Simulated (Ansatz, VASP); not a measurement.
## One calculation of ZnO, two programs

File INCAR:

```
  PREC = Accurate
  ENCUT = 520
  EDIFF = 1E-6
  ISMEAR = 0
  SIGMA = 0.05
  LREAL = False
  LASPH = True
  NELM = 100
  ALGO = Normal
  ISIF = 2
  LWAVE = False
  LCHARG = False
  GGA = PE
  NBANDS = 46
```

Contents of KPOINTS:

```
Automatic mesh
0
Gamma
  6 6 8
```

The input POSCAR:

```
ZnO
1.0
    5.6094976070      0.0000000000      0.0000000000
    0.0000000000      5.6094976070      0.0000000000
    0.0000000000      0.0000000000      3.2793347528
Zn O
4 4
Direct
    0.1815978298      0.1815978298      0.5000000000
    0.8184021702      0.8184021702      0.5000000000
    0.6815978298      0.3184021702      0.0000000000
    0.3184021702      0.6815978298      0.0000000000
    0.8184604357      0.1815395643      0.5000000000
    0.1815395643      0.8184604357      0.5000000000
    0.6815395643      0.6815395643      0.0000000000
    0.3184604357      0.3184604357      0.0000000000
```

Input for Ansatz:

```yaml
crystal:
  lattice:
    - [5.609497607, 0.0, 0.0]
    - [0.0, 5.609497607, 0.0]
    - [0.0, 0.0, 3.2793347528]
  atoms:
    - { symbol: Zn, position: [0.1815978298, 0.1815978298, 0.5] }
    - { symbol: Zn, position: [0.8184021702, 0.8184021702, 0.5] }
    - { symbol: Zn, position: [0.6815978298, 0.3184021702, 0.0] }
    - { symbol: Zn, position: [0.3184021702, 0.6815978298, 0.0] }
    - { symbol: O, position: [0.8184604357, 0.1815395643, 0.5] }
    - { symbol: O, position: [0.1815395643, 0.8184604357, 0.5] }
    - { symbol: O, position: [0.6815395643, 0.6815395643, 0.0] }
    - { symbol: O, position: [0.3184604357, 0.3184604357, 0.0] }
basis:
  ecutwfc: 520.0
kpoints:
  mp_grid: { grid: [6, 6, 8] }
hamiltonian:
  xc: pbe
  pseudopotentials: { kind: paw, azcp: { folder: soft_1 } }
scf:
  occupations: { method: gaussian, width: 0.05 }
output:
  forces: true
  stress: true
  eigenvalues: true
  write_density: true
  write_potential: true
  elf: true
  volumetric_format: npy
```

Alike in both runs: task single point; functional PBE; k mesh 6 × 6 × 8; occupations gaussian, width 0.05 eV; no spin polarisation.

|  | VASP | Ansatz |
| --- | --- | --- |
| version | VASP 6.6.1 | Ansatz 0.2.0 |
| potentials or method | VASP PAW PBE potentials, release 64 (Zn, O), cutoff 520 eV | scalar-relativistic, plane waves, PAW |
| valence electrons in the cell | 72 | 72 |

|  | VASP | Ansatz | Ansatz less VASP |
| --- | --- | --- | --- |
| gap on the k mesh at the Fermi level (eV) | 0.74 | 0.76 | +0.013 |
| least direct gap on the mesh (eV) | 0.74 | 0.76 | +0.013 |
| pressure (GPa) | 0.8 | 0.0 | -0.77 |
| traceless stress, the component that is largest in VASP (GPa) | 0.10 | 0.00 | -0.108 |

With one functional, cell and mesh, what is left measures potentials, basis and numerics.
